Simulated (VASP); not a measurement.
Input of a VASP 6.6.1 run:

Contents of INCAR:

```
SYSTEM = Mg6O5
  PREC = Accurate
  ENCUT = 520
  EDIFF = 1E-6
  ISMEAR = 0
  SIGMA = 0.05
  LREAL = .False.
  LASPH = .True.
  NELM = 80
  ALGO = Normal
  ISIF = 2
  LWAVE = .False.
  LCHARG = .False.
  GGA = PS
  NBANDS = 32
```

KPOINTS

```
Automatic mesh
0
Gamma
  4 4 4
  0 0 0
```

Contents of POSCAR:

```
Mg6O5
1.0
    5.5908553621      0.0000000000      0.0000000000
    0.0000000000      5.5908553621      0.0000000000
    0.0000000000      0.0000000000      5.5908553621
Mg O
6 5
Direct
    0.2500000000      0.0000000000      0.5000000000
    0.0000000000      0.5000000000      0.2500000000
    0.5000000000      0.7500000000      0.0000000000
    0.7500000000      0.0000000000      0.5000000000
    0.0000000000      0.5000000000      0.7500000000
    0.5000000000      0.2500000000      0.0000000000
    0.5000000000      0.0000000000      0.2500000000
    0.0000000000      0.7500000000      0.5000000000
    0.7500000000      0.4373977724      0.0000000000
    0.5000000000      0.0000000000      0.7500000000
    0.0000000000      0.2500000000      0.5000000000
```

Potentials or basis: VASP PAW PBE potentials, release 64 (Mg, O).

Run with:

```sh
$ cat potpaw_PBE.64/Mg/POTCAR potpaw_PBE.64/O/POTCAR > POTCAR
$ mpirun -np 1 vasp_std > vasp.out
```

Predict the pressure.

0.9 GPa.

What does it give for the band gap on the k mesh?

1.11 eV.

What does it give for the largest force?

4.180 eV/Å.

Stress tensor (GPa, compression positive):
```
0.83 3.15 0.00
3.15 1.40 0.00
0.00 0.00 0.40
```

Caveat: the cell differs from its parent crystal (atoms taken out, atom 9 moved 0.000 of the way to it and -0.350 Å across, host rigid); the PAW data sets were made with another functional, which shifts forces and pressure a little.
